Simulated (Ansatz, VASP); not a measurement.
**One calculation of Hf2Pb, two programs**

File INCAR:

```
PREC = Accurate ; ENCUT = 600
EDIFF = 1E-6 ; ISMEAR = 0
SIGMA = 0.1 ; LREAL = False
LASPH = True ; NELM = 60
ALGO = Fast ; ISIF = 3
LWAVE = False ; LCHARG = False
GGA = PE ; IBRION = 2
NSW = 90 ; EDIFFG = -0.04
```

The input KPOINTS:

```
Automatic mesh
0
Gamma
  4 4 4
```

Contents of POSCAR:

```
Hf2Pb
1.0
    4.1612801200      0.0000000000      0.0000000000
    0.0000000000      4.1612801200      0.0000000000
    0.0000000000      0.0000000000      6.8528606900
Hf Pb
4 2
Direct
    0.0000000000      0.0000000000      0.0000000000
    0.5000000000      0.5000000000      0.0000000000
    0.0000000000      0.5000000000      0.3300000100
    0.5000000000      0.0000000000      0.6699999900
    0.0000000000      0.5000000000      0.7350000100
    0.5000000000      0.0000000000      0.2649999900
```

Input for Ansatz:

```yaml
crystal:
  lattice:
    - [4.16128012, 0.0, 0.0]
    - [0.0, 4.16128012, 0.0]
    - [0.0, 0.0, 6.85286069]
  atoms:
    - { symbol: Hf, position: [0.0, 0.0, 0.0] }
    - { symbol: Hf, position: [0.5, 0.5, 0.0] }
    - { symbol: Hf, position: [0.0, 0.5, 0.33000001] }
    - { symbol: Hf, position: [0.5, 0.0, 0.66999999] }
    - { symbol: Pb, position: [0.0, 0.5, 0.73500001] }
    - { symbol: Pb, position: [0.5, 0.0, 0.26499999] }
basis:
  ecutwfc: 420
kpoints:
  mp_grid: { grid: [4, 4, 4] }
hamiltonian:
  xc: pbe
scf:
  occupations: { method: gaussian, width: 0.1 }
  lower_state_search: "off"
output:
  forces: true
  stress: true
  eigenvalues: true
relax:
  adjacent_minimum: "off"
  f_tol: 0.04
  max_steps: 70
  cell: { stress_tol: 0.4 }
```

Change from the starting cell: species swapped into the Fe2As type (P4/nmm, No. 129).

Alike in both runs: task relaxation of cell and atoms; functional PBE; k mesh 4 × 4 × 4; occupations gaussian, width 0.1 eV; no spin polarisation.

|  | VASP | Ansatz |
| --- | --- | --- |
| version | VASP 6.6.1 | Ansatz 0.2.0 |
| potentials or method | VASP PAW PBE potentials, release 64 (Hf_pv, Pb_d), cutoff 600 eV | scalar-relativistic, plane waves, PAW |
| valence electrons in the cell | 68 | 132 |

Ansatz gave:

* gap on the k mesh at the Fermi level, each at its own relaxed structure (eV): none
* relaxed volume (Å³/atom): 24.05
* relaxed length of the cell vector where the two differ most in proportion (Å): 4.326

Q: Which values does VASP return?

A: gap on the k mesh at the Fermi level, each at its own relaxed structure (eV): none; relaxed volume (Å³/atom): 23.97; relaxed length of the cell vector where the two differ most in proportion (Å): 4.318.

A gap of «none» marks a metal or a gap that the smearing closes. VASP's potentials hold 68 valence electrons a cell and Ansatz's 132, so a difference there can come from the potentials and not from the codes.

The k mesh is coarse, so the values compare programs but aren't converged. Neither program's run includes spin-orbit coupling. Noted on VASP's run: the volume moved by over 15 % at a fixed basis, so the end points are rough.
